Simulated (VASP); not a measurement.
**Zr2PbO: single point with PBE**

Zr2PbO:

```xyz
4
Lattice="3.3266 0.0000 0.0000 -1.6633 2.8809 0.0000 0.0000 0.0000 7.6892" Properties=species:S:1:pos:R:3 pbc="T T T"
Zr    0.0000    1.9206    1.2983
Zr    1.6633    0.9603    6.3909
Pb    0.0000    0.0000    3.8446
O     0.0000    0.0000    0.0000
```

* Program: VASP 6.6.1
* Task: single point
* Functional: PBE
* Potentials or basis: VASP PAW PBE potentials, release 64 (Zr_sv, Pb_d, O)
* Cutoff: 520 eV
* k mesh: 18 × 18 × 8
* Occupations: gaussian, width 0.1 eV
* Spin: no spin polarisation

- Pressure: 0.1 GPa
- Largest force: 0.015 eV/Å
- Band gap on the k mesh: zero (band 22 reaches 10.52 eV, above the bottom of band 23 at 9.38 eV)

Forces on the atoms (eV/Å):
```
Zr   0.000  0.000  0.015
Zr   0.000  0.000 -0.015
Pb   0.000  0.000  0.000
O    0.000  0.000  0.000
```

Levels at points of the mesh, in eV from the Fermi level:
| k point | band 19 | band 20 | band 21 | band 22 | band 23 | band 24 | band 25 | band 26 |
| --- | --- | --- | --- | --- | --- | --- | --- | --- |
| (0.00, 0.00, 0.00) | -3.58 | -1.75 | -0.09 | 0.13 | 0.13 | 0.57 | 1.59 | 1.59 |
| (0.50, 0.00, 0.00) | -4.35 | -2.43 | -1.93 | -0.04 | 0.22 | 1.42 | 2.48 | 2.51 |
| (0.00, 0.00, 0.50) | -4.56 | -0.75 | -0.28 | 0.02 | 0.02 | 1.64 | 1.64 | 1.72 |
| (0.50, 0.00, 0.50) | -4.46 | -2.99 | -1.47 | -0.18 | 1.05 | 1.40 | 1.82 | 2.16 |

Run time: 4.1 min on 1 thread of Intel(R) Xeon(R) 6975P-C (Granite Rapids), on a shared host, peak memory 0.63 GiB.

Caveat: spin-orbit coupling is left out, which moves the levels of the heavy elements.
